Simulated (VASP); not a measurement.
# CdI2 (P-3m1) in VASP: settings compared

The runs below take CdI2 through electric field gradients, dielectric tensor, with PBE, r2SCAN.

All numbers are computed with VASP 6.6.1; they aren't measurements. Logs are shortened: lines on timing, memory, paths and dates and some standing lists are left out, and cuts for length are marked.

### Step 1. The cell of the first run

Symmetry: P-3m1, No. 164, trigonal system. Conventional cell: a = 4.244 Å, b = 4.244 Å, c = 6.859 Å, α = 90.00°, β = 90.00°, γ = 120.00°. Cd (site symmetry -3m) has 6 I at 3.00 Å within 4.0 Å. I (site symmetry 3m) has 3 Cd at 3.00 Å within 4.0 Å.

### Step 2. Electric field gradients, PBE

The input, INCAR:

```
SYSTEM = CdI2
PREC = Accurate
ENCUT = 400
EDIFF = 1E-8
ISMEAR = 0
SIGMA = 0.01
LREAL = .FALSE.
LASPH = .TRUE.
NELM = 120
ALGO = Normal
ISIF = 2
LWAVE = .FALSE.
LCHARG = .FALSE.
GGA = PE
LEFG = .TRUE.
NBANDS = 49
GGA_COMPAT = .FALSE.
```

The input, KPOINTS:

```
Automatic mesh
0
G
  3 3 3
  0 0 0
```

The input, POSCAR:

```
CdI2
1.0
    6.3660000000      3.6754118137      0.0000000000
   -6.3660000000      3.6754118137      0.0000000000
    0.0000000000      0.0000000000      6.8590000000
Cd I
3 6
Direct
    0.0000000000      0.0000000000      0.0000000000
    0.3333333333      0.6666666667      0.0000000000
    0.6666666667      0.3333333333      0.0000000000
    0.3333333333      0.3333333333      0.2524926357
    0.6666666667      0.0000000000      0.2524926357
    0.0000000000      0.6666666667      0.2524926357
    0.3333333333      0.0000000000      0.7475073643
    0.6666666667      0.6666666667      0.7475073643
    0.0000000000      0.3333333333      0.7475073643
```

Potentials or basis: VASP PAW PBE potentials, release 64 (Cd, I).

Command:

```
$ cat potpaw_PBE.64/Cd/POTCAR potpaw_PBE.64/I/POTCAR > POTCAR
$ mpirun -np 1 vasp_std > vasp.out
```

OUTCAR:

```text
SYSTEM = CdI2
   PREC = Accurate
   ENCUT = 400
   EDIFF = 1E-8
   ISMEAR = 0
   LREAL = .FALSE.
   LASPH = .TRUE.
   NELM = 120
   ISIF = 2
   GGA = PE

 ion  position               nearest neighbor table
   1  0.000  0.000  0.000-   5 3.00   6 3.00   7 3.00   9 3.00   8 3.00   4 3.00
   2  0.333  0.667  0.000-   6 3.00   7 3.00   5 3.00   9 3.00   8 3.00   4 3.00
   3  0.667  0.333  0.000-   5 3.00   9 3.00   7 3.00   6 3.00   8 3.00   4 3.00
   4  0.333  0.333  0.252-   1 3.00   2 3.00   3 3.00
   5  0.667  0.000  0.252-   1 3.00   3 3.00   2 3.00
   6  0.000  0.667  0.252-   1 3.00   2 3.00   3 3.00
   7  0.333  0.000  0.748-   1 3.00   2 3.00   3 3.00
   8  0.667  0.667  0.748-   1 3.00   2 3.00   3 3.00
   9  0.000  0.333  0.748-   1 3.00   3 3.00   2 3.00
[... 7 lines left out ...]
 A1 = (   6.3660000000,   3.6754118137,   0.0000000000)
 A2 = (  -6.3660000000,   3.6754118137,   0.0000000000)
 A3 = (   0.0000000000,   0.0000000000,   6.8590000000)

Analysis of symmetry for initial positions (statically):
=====================================================================
 Subroutine PRICEL returns following result:

  LATTYP: Found a hexagonal cell.
 ALAT       =     4.2439999996
 C/A-ratio  =     1.6161639964

  Lattice vectors:

 A1 = (  -2.1219999992,  -3.6754118137,   0.0000000000)
 A2 = (   4.2439999996,   0.0000000000,   0.0000000000)
 A3 = (   0.0000000000,   0.0000000000,   6.8590000000)

   3 primitive cells build up your supercell.

 Routine SETGRP: Setting up the symmetry group for a
 hexagonal supercell.

 Subroutine GETGRP returns: Found 12 space group operations
 (whereof 12 operations were pure point group operations)
 out of a pool of 24 trial point group operations.

The static configuration has the point symmetry D_3d.

Analysis of symmetry for dynamics (positions and initial velocities):
=====================================================================
 Subroutine PRICEL returns following result:

  LATTYP: Found a hexagonal cell.
 ALAT       =     4.2439999996
 C/A-ratio  =     1.6161639964

  Lattice vectors:

 A1 = (  -2.1219999992,  -3.6754118137,   0.0000000000)
 A2 = (   4.2439999996,   0.0000000000,   0.0000000000)
 A3 = (   0.0000000000,   0.0000000000,   6.8590000000)

   3 primitive cells build up your supercell.

 Routine SETGRP: Setting up the symmetry group for a
 hexagonal supercell.

 Subroutine GETGRP returns: Found 12 space group operations
 (whereof 12 operations were pure point group operations)
 out of a pool of 24 trial point group operations.

The dynamic configuration has the point symmetry D_3d.

 Subroutine INISYM returns: Found 12 space group operations
 (whereof 12 operations are pure point group operations),
 and found     3 'primitive' translations

----------------------------------------------------------------------------------------

                                     Primitive cell

  volume of cell :     106.9898

  direct lattice vectors                    reciprocal lattice vectors
    -2.121999999 -3.675411814  0.000000000     0.000000000 -0.272078355  0.000000000
     4.244000000  0.000000000  0.000000000     0.235626767 -0.136039177  0.000000000
     0.000000000  0.000000000  6.859000000     0.000000000  0.000000000  0.145793847

  length of vectors
     4.244000000  4.244000000  6.859000000     0.272078355  0.272078355  0.145793847

  position of ions in fractional coordinates (direct lattice)
[... 62 lines left out ...]
   NELM   =    120;   NELMIN=  2; NELMDL= -5     # of ELM steps
   EDIFF  = 0.1E-07   stopping-criterion for ELM
   LREAL  =      F    real-space projection
   EDIFFG = 0.1E-06   stopping-criterion for IOM
   NSW    =      0    number of steps for IOM
   IBRION =     -1    ionic relax: 0-MD 1-quasi-New 2-CG
   NFREE  =      0    steps in history (QN), initial steepest desc. (CG)
   ISIF   =      2    stress and relaxation
   ISYM   =      2    0-nonsym 1-usesym 2-fastsym
   POTIM  = 0.5000    time-step for ionic-motion
   TEBEG  =    0.0;   TEEND  =   0.0 temperature during run
   PSTRESS=    0.0 pullay stress
   NELECT =      78.0000    total number of electrons
   NUPDOWN=      -1.0000    fix difference up-down
   EMIN   =  10.00;   EMAX   =-10.00  energy-range for DOS
   EFERMI =   0.00;   METHOD = LEGACY
   ISMEAR =     0;   SIGMA  =   0.01  broadening in eV -4-tet -1-fermi 0-gaus
   EFERMI_NEDOS =   21; number of points for ismear=-14 and -15
   IALGO  =     38    algorithm
   IMIX   =      4    mixing-type and parameters
     AMIX     =   0.40;   BMIX     =  1.00
     AMIX_MAG =   1.60;   BMIX_MAG =  1.00
  volume/ion in A,a.u.               =      35.66       240.67
  Fermi-wavevector in a.u.,A,eV,Ry     =   1.021610  1.930563 14.200229  1.043687
  Thomas-Fermi vector in A             =   2.155244
   LORBIT       =      0    0 simple, 1 ext, 2 COOP (PROOUT), +10 PAW based schemes
   GGA     = PE    functional components
   LHFCALC =     F    Hartree Fock is set to
   AEXX    =    0.0000 exact exchange contribution
   IVDW    =     0    specifies the selected vdW correction
   LEPSILON=     F    determine dielectric tensor
   LRPA    =     F    only Hartree local field effects (RPA)
 non-spin polarized calculation
 Gauss-broadening in eV      SIGMA  =   0.01
  energy-cutoff  :      400.00
  volume of cell :      320.97
 maximum number of plane-waves:      5873
   NGX = 23   NGY = 23   NGZ = 23

 number of electron      78.0000031 magnetization

 Free energy of the ion-electron system (eV)
  ---------------------------------------------------
  ext. energy  EPLUGINS =         0.00000000
  ---------------------------------------------------
  free energy    TOTEN  =       -16.45525454 eV

  energy without entropy =      -16.45525454  energy(sigma->0) =      -16.45525454

 E-fermi :   2.0954     XC(G=0):  -8.5833

 val. band max:        1.9992470313   @ k =   0.0000   0.0000   0.3333
 cond. band min:       4.4590438140   @ k =   0.0000   0.0000   0.0000
 fundamental gap:      2.4597967828
 Fermi energy:         2.0953752234

 k-point     1 :       0.0000    0.0000    0.0000
  band No.  band energies     occupation
      1     -10.0764      2.00000
      2      -9.3774      2.00000
      3      -9.3463      2.00000
      4      -9.3463      2.00000
      5      -9.3463      2.00000
      6      -9.3463      2.00000
[... 353 lines left out ...]
     48       8.1578      0.00000
     49       8.6710      0.00000

------------------------ aborting loop because EDIFF is reached ----------------------------------------

  FORCE on cell =-STRESS in cart. coord.  units (eV):
  Direction    XX          YY          ZZ          XY          YZ          ZX
  --------------------------------------------------------------------------------------
  -------------------------------------------------------------------------------------
  Total        2.9307772      2.9307772      2.5939097     -0.0000000      0.0000000     -0.0000000
  in kB       14.6295156     14.6295156     12.9479791     -0.0000000      0.0000000     -0.0000000
  external PRESSURE =      14.0690034 kB  Pullay stress =       0.0000000 kB

 VOLUME and BASIS-vectors are now :
 -----------------------------------------------------------------------------
  energy-cutoff  :      400.00
  volume of cell :      320.97
      direct lattice vectors                 reciprocal lattice vectors
     6.366000000  3.675411814  0.000000000     0.078542256  0.136039177  0.000000000
    -6.366000000  3.675411814  0.000000000    -0.078542256  0.136039177  0.000000000
     0.000000000  0.000000000  6.859000000     0.000000000  0.000000000  0.145793847

 POSITION                                       TOTAL-FORCE (eV/Angst)
 -----------------------------------------------------------------------------------
      0.00000      0.00000      0.00000         0.000000      0.000000      0.000000
     -2.12200      3.67541      0.00000        -0.000000      0.000000      0.000000
      2.12200      3.67541      0.00000        -0.000000      0.000000     -0.000000
      0.00000      2.45027      1.73185        -0.000000     -0.000000      0.015025
      4.24400      2.45027      1.73185        -0.000000     -0.000000      0.015025
     -4.24400      2.45027      1.73185         0.000000     -0.000000      0.015025
      2.12200      1.22514      5.12715        -0.000000      0.000000     -0.015025
      0.00000      4.90055      5.12715         0.000000      0.000000     -0.015025
     -2.12200      1.22514      5.12715         0.000000      0.000000     -0.015025
 -----------------------------------------------------------------------------------
    total drift:                               -0.000000      0.000000      0.000000

  FREE ENERGIE OF THE ION-ELECTRON SYSTEM (eV)
  ---------------------------------------------------
  free  energy   TOTEN  =       -16.4552545418 eV

  energy  without entropy=      -16.4552545418  energy(sigma->0) =      -16.45525454

 Electric field gradients (V/A^2)
---------------------------------------------------------------------
 ion       V_xx      V_yy      V_zz      V_xy      V_xz      V_yz
---------------------------------------------------------------------
   1      -0.018    -0.014     0.033     0.000    -0.000    -0.000
   2      -0.018    -0.014     0.033     0.000    -0.000    -0.000
   3      -0.018    -0.014     0.033     0.000     0.000    -0.000
   4      20.801    20.799   -41.600    -0.000     0.000     0.000
   5      20.801    20.799   -41.600     0.000     0.000     0.000
   6      20.801    20.799   -41.600    -0.000    -0.000     0.000
   7      20.801    20.799   -41.600     0.000     0.000     0.000
   8      20.801    20.799   -41.600     0.000     0.000     0.000
   9      20.801    20.799   -41.600    -0.000    -0.000     0.000
---------------------------------------------------------------------

 Electric field gradients after diagonalization (V/A^2)
 (convention: |V_zz| > |V_xx| > |V_yy|)
----------------------------------------------------------------------
 ion       V_xx      V_yy      V_zz     asymmetry (V_yy - V_xx)/ V_zz
----------------------------------------------------------------------
   1      -0.018    -0.014     0.033       0.113
   2      -0.018    -0.014     0.033       0.113
   3      -0.018    -0.014     0.033       0.113
   4      20.801    20.799   -41.600       0.000
   5      20.801    20.799   -41.600       0.000
   6      20.801    20.799   -41.600       0.000
   7      20.801    20.799   -41.600       0.000
   8      20.801    20.799   -41.600       0.000
   9      20.801    20.799   -41.600       0.000
----------------------------------------------------------------------

           NMR quadrupolar parameters

 Cq : quadrupolar parameter    Cq=e*Q*V_zz/h
 eta: asymmetry parameters     (V_yy - V_xx)/ V_zz
 Q  : nuclear electric quadrupole moment in mb (millibarn)
----------------------------------------------------------------------
 ion       Cq(MHz)       eta       Q (mb)
----------------------------------------------------------------------
   1       0.000       0.113       1.000
   2       0.000       0.113       1.000
   3       0.000       0.113       1.000
   4      -0.101       0.000       1.000
   5      -0.101       0.000       1.000
   6      -0.101       0.000       1.000
   7      -0.101       0.000       1.000
   8      -0.101       0.000       1.000
   9      -0.101       0.000       1.000
----------------------------------------------------------------------
```

Run time: 2.4 min. Hardware: 1 thread of Oxide Virtual Turin-like, shared host; peak memory 0.3 GiB.

What came out:

| Item | Value |
| --- | --- |
| Free energy | -16.4553 eV |
| Pressure | 1.4 GPa |
| Largest force | 0.015 eV/Å |
| Band gap on the k mesh | 2.46 eV |
| Largest electric field gradient by atom | Cd +0.0; I -41.6 V/Å² |

Forces in eV/Å, atoms in the order of the input:
```
Cd   0.000  0.000  0.000
Cd   0.000  0.000  0.000
Cd   0.000  0.000  0.000
I    0.000  0.000  0.015
I    0.000  0.000  0.015
I    0.000  0.000  0.015
I    0.000  0.000 -0.015
I    0.000  0.000 -0.015
I    0.000  0.000 -0.015
```

Levels at points of the mesh, in eV from the valence-band top:
```csv
k point,band 36,band 37,band 38,band 39,band 40,band 41,band 42,band 43
"(0.00, 0.00, 0.00)",-0.26,-0.13,-0.13,-0.11,2.46,2.64,2.64,4.51
```

Electric field gradients, principal values (V/Å²):
| atom | least | middle | greatest (by size) |
| --- | --- | --- | --- |
| 1 Cd | -0.014 | -0.018 | 0.033 |
| 2 Cd | -0.014 | -0.018 | 0.033 |
| 3 Cd | -0.014 | -0.018 | 0.033 |
| 4 I | 20.799 | 20.801 | -41.600 |
| 5 I | 20.799 | 20.801 | -41.600 |
| 6 I | 20.799 | 20.801 | -41.600 |
| 7 I | 20.799 | 20.801 | -41.600 |
| 8 I | 20.799 | 20.801 | -41.600 |
| 9 I | 20.799 | 20.801 | -41.600 |

Caveat: without QUAD_EFG the Cq values of the log hold for a quadrupole moment of 1 mb, not for the nuclei; spin-orbit coupling is left out, which moves the levels of the heavy elements; this functional lacks dispersion, which binds layers or chains, so the pressure and a relaxed spacing across them are unreliable.

[end of part 1 of 2]
